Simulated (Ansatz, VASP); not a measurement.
**One calculation of Sc, two programs**

The input INCAR:

```
ALGO = Normal
EDIFF = 1E-8
ENCUT = 520
GGA = PS
ISIF = 2
ISMEAR = -1
LASPH = T
LCHARG = F
LEFG = T
LREAL = F
LWAVE = F
NBANDS = 18
NELM = 80
PREC = Accurate
SIGMA = 0.03
```

KPOINTS

```
k-points
0
Gamma
  13 13 7
```

Contents of POSCAR:

```
Sc
1.0
    3.3087978973      0.0000000000      0.0000000000
   -1.6543989486      2.8655030350      0.0000000000
    0.0000000000      0.0000000000      5.2680000000
Sc
2
Direct
    0.3333333333      0.6666666667      0.2500000000
    0.6666666667      0.3333333333      0.7500000000
```

Input for Ansatz:

```yaml
crystal:
  lattice:
    - [3.3087978973, 0.0, 0.0]
    - [-1.6543989486, 2.865503035, 0.0]
    - [0.0, 0.0, 5.268]
  atoms:
    - { symbol: Sc, position: [0.3333333333, 0.6666666667, 0.25] }
    - { symbol: Sc, position: [0.6666666667, 0.3333333333, 0.75] }
kpoints:
  mp_grid: { grid: [13, 13, 7] }
  band_path:
    path:
      - [0.0, 0.0, 0.0]
      - [0.5, 0.0, 0.0]
      - [0.3333333333, 0.3333333333, 0.0]
      - [0.0, 0.0, 0.0]
      - [0.0, 0.0, 0.5]
      - [0.5, 0.0, 0.5]
      - [0.3333333333, 0.3333333333, 0.5]
      - [0.0, 0.0, 0.5]
      - [0.5, 0.0, 0.5]
    npoints: 5
scf:
  occupations: { method: fermi_dirac, width: 0.03 }
hamiltonian:
  xc: pbesol
  pseudopotentials: { kind: paw }
output:
  forces: true
  stress: true
  eigenvalues: true
  efg: { contact_densities: true }
```

Alike in both runs: task electric field gradients; functional PBEsol; k mesh 13 × 13 × 7; occupations fermi-dirac, width 0.03 eV; no spin polarisation.

|  | VASP | Ansatz |
| --- | --- | --- |
| version | VASP 6.6.1 | Ansatz 0.2.0 |
| potentials or method | VASP PAW PBE potentials, release 64 (Sc_sv) | PAW with Ansatz's default frozen-core files, scalar-relativistic |
| plane-wave cutoff (eV) | 520 | 420 |
| valence electrons in the cell | 22 | 22 |

Ansatz gave:

* pressure (GPa): -2.8
* traceless stress, the component that is largest in VASP (GPa): -1.17
* size of Vzz on the site where it differs most (V/Å²): 8.9

What did VASP give for the same quantities?

Pressure (GPa): -2.8; traceless stress, the component that is largest in VASP (GPa): -1.16; size of Vzz on the site where it differs most (V/Å²): 9.5.

VASP's potentials were made for PBE, not for PBEsol. The functional is the same, so the differences come from potentials, cutoffs and numerics.
